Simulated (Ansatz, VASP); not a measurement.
# One calculation of Zr, two programs

```
Zr
1.0
     3.23200    0.04848    0.04848
    -1.57401    2.77475    0.01774
     0.07720    0.07720    5.14700
Zr
2
Direct
  0.33333 0.66667 0.25000
  0.66667 0.33333 0.75000
```

Change from the starting cell: equal xy, yz and zx shear strains of +3 %.

Alike in both runs: task single point; functional PBE; k mesh 13 × 13 × 7; occupations fermi-dirac, width 0.08 eV; no spin polarisation.

|  | VASP | Ansatz |
| --- | --- | --- |
| version | VASP 6.6.1 | Ansatz 0.2.0 |
| potentials or method | VASP PAW PBE potentials, release 64 (Zr_sv), cutoff 520 eV | all-electron LAPW, scalar-relativistic |

|  | VASP | Ansatz | Ansatz less VASP |
| --- | --- | --- | --- |
| pressure (GPa) | 0.5 | 0.5 | -0.01 |
| traceless stress, the component that is largest in VASP (GPa) | -1.28 | -1.29 | -0.002 |
| rms of the force components (eV/Å) | 0.030 | 0.030 | 0.0000 |

Atom by atom the forces differ by 0.000 eV/Å (rms over components). Ansatz ran all-electron here, and VASP with PAW potentials.
